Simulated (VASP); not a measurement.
MgB2, 3 atoms in the cell. Symmetry: P6/mmm, No. 191, hexagonal system. The conventional cell has a = 3.085 Å, b = 3.085 Å, c = 3.523 Å, α = 90.00°, β = 90.00°, γ = 120.00°. Mg (site symmetry 6/mmm) has 12 B at 2.51 Å and 6 Mg at 3.08 to 3.09 Å within 3.3 Å. Within 2.4 Å of B (site symmetry -6m2) lie 3 B at 1.78 Å. 

| Item | Value |
| --- | --- |
| Program | VASP 6.6.1 |
| Task | relaxation of cell and atoms |
| Functional | PBE |
| Potentials or basis | VASP PAW PBE potentials, release 64 (Mg, B) |
| Cutoff | 600 eV |
| k mesh | 15 × 15 × 12 |
| Occupations | gaussian, width 0.1 eV |
| Spin | no spin polarisation |
| Dipole correction | no |
| Further INCAR settings | ALGO = Normal; EDIFF = 1e-06; IBRION = 2; EDIFFG = -0.005; NSW = 100; ISIF = 3 |

Potentials or basis: VASP PAW PBE potentials, release 64 (Mg, B).

Run with:

```console
$ cat potpaw_PBE.64/Mg/POTCAR potpaw_PBE.64/B/POTCAR > POTCAR
$ mpirun -np 1 vasp_std > vasp.out
```

Hardware: 1 thread of Intel(R) Xeon(R) 6975P-C (Granite Rapids), with other jobs on the host.

How long does it take, and how much memory?

It took 49 s on 1 thread of Intel(R) Xeon(R) 6975P-C (Granite Rapids), with other jobs on the host, peak memory 0.21 GiB. Counts: scf iterations 27, k points 189, ion steps 5.
